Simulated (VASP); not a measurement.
## ZnSe: vibrations by perturbation theory with LDA

Crystal: ZnSe.

```
Se Zn
1.0
     0.00000    2.83380    2.83380
     2.83380    0.00000    2.83380
     2.83380    2.83380    0.00000
Se Zn
1 1
Direct
  0.75000 0.75000 0.75000
  0.00000 0.00000 0.00000
```

| Property | Result |
| --- | --- |
| Program | VASP 6.6.1 |
| Task | vibrations by perturbation theory |
| Functional | LDA |
| Potentials or basis | VASP PAW LDA potentials, release 64 (Se, Zn) |
| Cutoff | 520 eV |
| k mesh | 6 × 6 × 6 |
| Occupations | gaussian, width 0.01 eV |
| Spin | no spin polarisation |
| Dipole correction | no |
| Further INCAR settings | ALGO = Normal; EDIFF = 1e-08; IBRION = 8; NSW = 1 |

- Electronic dielectric tensor (diagonal): 10.56
- Born charges (mean of the diagonal): Se -2.22; Zn +2.22 e
- Highest phonon frequency at Γ, LO-TO splitting left out: 201 cm⁻¹

Phonon frequencies in cm⁻¹ (negative: imaginary):
| q point | frequencies |
| --- | --- |
| (0.000, 0.000, 0.000) | -1 -1 -1 201 201 201 |

Electronic dielectric tensor:
```
10.56  0.00  0.00
 0.00 10.56  0.00
 0.00  0.00 10.56
```

Born effective charge tensors (e):
atom 1, Se
```
-2.22  0.00  0.00
 0.00 -2.22  0.00
 0.00  0.00 -2.22
```
atom 2, Zn
```
2.22 0.00 0.00
0.00 2.22 0.00
0.00 0.00 2.22
```

It took 6.3 min on 1 thread of Intel Xeon 8259CL (shared host), peak memory 0.22 GiB.

Caveat: the cell stands under pressure or tension, which shifts response properties.
